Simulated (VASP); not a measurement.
A run of VASP 6.6.1 is set up as follows.

Contents of POSCAR:

```
Zr3N2
1.0
    2.7361761779      1.5797320529      5.0741847114
   -2.7361761779      1.5797320529      5.0741847114
    0.0000000000     -3.1594641057      5.0741847114
Zr N
6 4
Direct
    0.4222778062      0.0777221938      0.7500000000
    0.0777221938      0.7500000000      0.4222778062
    0.7500000000      0.4222778062      0.0777221938
    0.2500000000      0.5777221938      0.9222778062
    0.9222778062      0.2500000000      0.5777221938
    0.5777221938      0.9222778062      0.2500000000
    0.3381693510      0.3381693510      0.3381693510
    0.1618306490      0.1618306490      0.1618306490
    0.8381693510      0.8381693510      0.8381693510
    0.6618306490      0.6618306490      0.6618306490
```

INCAR.step1

```
  PREC = Accurate
  ENCUT = 520
  ISMEAR = 0
  SIGMA = 0.1
  LREAL = False
  LASPH = True
  NELM = 80
  NBANDS = 57
  GGA = PE
  ALGO = Normal
  EDIFF = 1E-4
  LWAVE = True
  LCHARG = False
  LUSENCCL = False
```

The input INCAR.step2:

```
  PREC = Accurate
  ENCUT = 520
  EDIFF = 1E-7
  ISMEAR = 0
  SIGMA = 0.1
  LREAL = False
  LASPH = True
  NELM = 80
  ALGO = Normal
  ISIF = 2
  LWAVE = False
  LCHARG = False
  METAGGA = R2SCAN
  LMIXTAU = True
  NBANDS = 57
  ISTART = 1
  LUSENCCL = False
```

File KPOINTS:

```
Automatic mesh
0
Gamma
  12 12 12
```

Potentials or basis: VASP PAW PBE potentials, release 64 (Zr_sv, N).

Launch:

```console
$ cat potpaw_PBE.64/Zr_sv/POTCAR potpaw_PBE.64/N/POTCAR > POTCAR
$ cp INCAR.step1 INCAR
$ mpirun -np 1 vasp_std > vasp.out
$ cp INCAR.step2 INCAR
$ mpirun -np 1 vasp_std > vasp.out
```

Task: What does it give for the band gap on the k mesh?

Result: Zero (bands 46 and 47 overlap by 0.79 eV).

Task: Estimate the pressure.

Result: 23.8 GPa.

Task: What does it give for the largest force?

Result: 0.008 eV/Å.

Forces on the atoms (eV/Å):
```
Zr  -0.007  0.000  0.000
Zr   0.004  0.006  0.000
Zr   0.004 -0.006  0.000
Zr  -0.004  0.006  0.000
Zr  -0.004 -0.006  0.000
Zr   0.007  0.000  0.000
N    0.000  0.000 -0.008
N    0.000  0.000  0.008
N    0.000  0.000 -0.008
N    0.000  0.000  0.008
```

Caveat: the cell stands under pressure; the PAW data sets were made with another functional, which shifts forces and pressure a little.
